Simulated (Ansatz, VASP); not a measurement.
W: VASP beside Ansatz

INCAR

```
SYSTEM = W
  PREC = Accurate
  ENCUT = 520
  EDIFF = 1E-7
  ISMEAR = 0
  SIGMA = 0.15
  LREAL = .False.
  LASPH = .True.
  NELM = 60
  ALGO = Fast
  ISIF = 2
  LWAVE = .False.
  LCHARG = .False.
  GGA = PE
  NBANDS = 36
```

KPOINTS

```
Automatic mesh
0
Gamma
  18 18 5
  0 0 0
```

File POSCAR:

```
W
1.0
   -1.5973000000      1.5973000000     -1.5973000000
   -1.5973000000     -1.5973000000      1.5973000000
    0.0000000000      6.2831339828      6.2831339828
W
4
Direct
    0.0000000000      0.0000000000      0.8897709352
    0.5000000000      0.5000000000      0.1271101336
    0.0000000000      0.0000000000      0.3813304008
    0.5000000000      0.5000000000      0.6355506680
```

Input for Ansatz:

```yaml
crystal:
  lattice:
    - [-1.5973, 1.5973, -1.5973]
    - [-1.5973, -1.5973, 1.5973]
    - [0.0, 6.2831339828, 6.2831339828]
  atoms:
    - { symbol: W, position: [0.0, 0.0, 0.8897709352] }
    - { symbol: W, position: [0.5, 0.5, 0.1271101336] }
    - { symbol: W, position: [0.0, 0.0, 0.3813304008] }
    - { symbol: W, position: [0.5, 0.5, 0.635550668] }
basis:
  ecutwfc: 420
kpoints:
  mp_grid: { grid: [18, 18, 5] }
hamiltonian:
  xc: pbe
scf:
  occupations: { method: gaussian, width: 0.15 }
output:
  forces: true
  stress: true
  eigenvalues: true
  write_density: true
  write_potential: true
  elf: true
  volumetric_format: npy
```

Alike in both runs: task single point; functional PBE; k mesh 18 × 18 × 5; occupations gaussian, width 0.15 eV; no spin polarisation.

|  | VASP | Ansatz |
| --- | --- | --- |
| version | VASP 6.6.1 | Ansatz 0.2.0 |
| potentials or method | VASP PAW PBE potentials, release 64 (W_sv), cutoff 520 eV | scalar-relativistic, plane waves, PAW |
| valence electrons in the cell | 56 | 56 |

VASP gave:

* gap on the k mesh at the Fermi level (eV): none
* pressure (GPa): 3.2
* traceless stress, the component that is largest in VASP (GPa): 2.58
* rms of the force components (eV/Å): 0.611

Task: What did Ansatz give for the same quantities?

Result: gap on the k mesh at the Fermi level (eV): none; pressure (GPa): 2.7; traceless stress, the component that is largest in VASP (GPa): 2.54; rms of the force components (eV/Å): 0.604.

Atom by atom the forces differ by 0.007 eV/Å (rms over components). A gap of «none» marks a metal or a gap that the smearing closes. The functional is the same, so the differences come from potentials, cutoffs and numerics.

Neither program's run includes spin-orbit coupling.
